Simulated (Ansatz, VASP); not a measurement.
**One calculation of Zr, two programs**

```
CELL_PARAMETERS angstrom
3.24039 0.00000 0.00000
-1.62019 2.80626 0.00000
0.00000 0.00000 5.15468
ATOMIC_POSITIONS crystal
Zr 0.33333 0.66667 0.25000
Zr 0.66667 0.33333 0.75000
```

Alike in both runs: functional r2SCAN; k mesh 6 × 6 × 4; occupations gaussian, width 0.1 eV; no spin polarisation.

Ansatz relaxed the structure, and its values are those at the end. VASP's run is a single point on that final structure, the one shown.

```csv
,VASP,Ansatz
version,VASP 6.6.1,Ansatz 0.2.0
potentials or method,"VASP PAW PBE potentials, release 64 (Zr_sv), cutoff 520 eV","scalar-relativistic, plane waves, PAW"
valence electrons in the cell,24,24
```

```csv
,VASP,Ansatz,Ansatz less VASP
gap on the k mesh at the Fermi level (eV),none,none,-
pressure (GPa),0.0,0.0,+0.02
```

VASP's potentials were made for PBE, not for r2SCAN. A gap of «none» marks a metal or a gap that the smearing closes. The functional is the same, so the differences come from potentials, cutoffs and numerics.

The k mesh is coarse, so the values compare programs but aren't converged.
